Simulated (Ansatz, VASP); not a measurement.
# ZrNbSe3: VASP beside Ansatz

INCAR

```
SYSTEM = ZrNbSe3
PREC     = Accurate       ! precision mode
ENCUT    = 520            ! plane-wave cutoff, eV
EDIFF    = 1E-6           ! SCF threshold, eV
ISMEAR   = 0              ! smearing method
SIGMA    = 0.1            ! smearing width, eV
LREAL    = .FALSE.        ! projectors in reciprocal space
LASPH    = .TRUE.         ! aspherical terms in the spheres
NELM     = 150            ! most SCF steps
ALGO     = Normal         ! electronic algorithm
ISIF     = 2              ! what is computed and relaxed
LWAVE    = .FALSE.        ! write WAVECAR
LCHARG   = .FALSE.        ! write CHGCAR
ISPIN    = 2              ! spin polarisation
MAGMOM   = 0.24 2.36 -0.08 -0.08 -0.13 ! initial moments
LORBIT   = 11             ! projections on sites
LMAXMIX  = 4              ! l up to which the mixer works
GGA      = PE             ! functional
NBANDS   = 34             ! bands
```

File KPOINTS:

```
regular mesh
0
G
  4 4 4
  0 0 0
```

File POSCAR:

```
ZrNbSe3
1.0
    4.8050034200      0.0000000000      0.0000000000
    0.0000000000      4.8050034200      0.0000000000
    0.0000000000      0.0000000000      5.9471652000
Zr Nb Se
1 1 3
Direct
    0.0000000000      0.0000000000      0.5000000000
    0.5000000000      0.5000000000      0.0000000000
    0.0000000000      0.5000000000      0.6931440300
    0.5000000000      0.0000000000      0.3068559700
    0.0000000000      0.0000000000      0.0000000000
```

Input for Ansatz:

```yaml
crystal:
  lattice:
    - [4.80500342, 0.0, 0.0]
    - [0.0, 4.80500342, 0.0]
    - [0.0, 0.0, 5.9471652]
  atoms:
    - { symbol: Zr, position: [0.0, 0.0, 0.5] }
    - { symbol: Nb, position: [0.5, 0.5, 0.0] }
    - { symbol: Se, position: [0.0, 0.5, 0.69314403] }
    - { symbol: Se, position: [0.5, 0.0, 0.30685597] }
    - { symbol: Se, position: [0.0, 0.0, 0.0] }
basis:
  ecutwfc: 420
kpoints:
  mp_grid: { grid: [4, 4, 4] }
hamiltonian:
  xc: pbe
scf:
  occupations: { method: gaussian, width: 0.1 }
  lower_state_search: "off"
output:
  forces: true
  stress: true
  eigenvalues: true
  populations: true
magnetization:
  spin_polarized: true
```

Alike in both runs: task single point; functional PBE; k mesh 4 × 4 × 4; occupations gaussian, width 0.1 eV; collinear spin.

|  | VASP | Ansatz |
| --- | --- | --- |
| version | VASP 6.6.1 | Ansatz 0.2.0 |
| potentials or method | VASP PAW PBE potentials, release 64 (Zr_sv, Nb_sv, Se), cutoff 520 eV | scalar-relativistic, plane waves, PAW |
| valence electrons in the cell | 43 | 73 |

VASP gave:

```
gap on the k mesh at the Fermi level (eV)                     : none
pressure (GPa)                                                : -5.0
traceless stress, the component that is largest in VASP (GPa) : -0.05
rms of the force components (eV/Å)                            : 0.096
net moment per atom (μB)                                      : 0.60
size of the moment on the site where the two differ most (μB) : 2.06
```

**Question.** What did Ansatz give for the same quantities?

**Answer.** gap on the k mesh at the Fermi level (eV): none; pressure (GPa): -5.0; traceless stress, the component that is largest in VASP (GPa): -0.06; rms of the force components (eV/Å): 0.098; net moment per atom (μB): 0.60; size of the moment on the site where the two differ most (μB): 2.15.

Site moments also hang on the region over which each program counts them. Atom by atom the forces differ by 0.003 eV/Å (rms over components). A gap of «none» marks a metal or a gap that the smearing closes. VASP's potentials hold 43 valence electrons a cell and Ansatz's 73, so a difference there can come from the potentials and not from the codes. Ansatz's warnings: no starting moments.
